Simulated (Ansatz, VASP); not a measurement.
**Two plane-wave programs on Na2B5**

```
Na B
1.0
     4.64999    0.00000    0.00000
     0.00000    4.64999    0.00000
     0.00000    0.00000    7.36624
Na B
2 5
Direct
  0.50000 0.50000 0.21485
  0.50000 0.50000 0.78515
  0.33411 0.00000 0.00000
  0.66589 0.00000 0.00000
  0.00000 0.33411 0.00000
  0.00000 0.66589 0.00000
  0.00000 0.00000 0.00000
```

Alike in both runs: functional PBE; k mesh 4 × 4 × 4; occupations gaussian, width 0.1 eV; no spin polarisation.

Ansatz relaxed the structure, and its values are those at the end. VASP's run is a single point on that final structure, the one shown.

```csv
,VASP,Ansatz
version,VASP 6.6.1,Ansatz 0.2.0
potentials or method,"VASP PAW PBE potentials, release 64 (Na_pv, B), cutoff 520 eV","scalar-relativistic, plane waves, PAW"
valence electrons in the cell,29,33
```

|  | VASP | Ansatz | Ansatz less VASP |
| --- | --- | --- | --- |
| gap on the k mesh at the Fermi level (eV) | none | none | - |
| pressure (GPa) | 0.0 | 0.0 | +0.02 |
| rms of the force components (eV/Å) | 0.005 | 0.006 | +0.0012 |

A gap of «none» marks a metal or a gap that the smearing closes. With one functional, cell and mesh, what is left measures potentials, basis and numerics. VASP's potentials hold 29 valence electrons a cell and Ansatz's 33, so a difference there can come from the potentials and not from the codes.
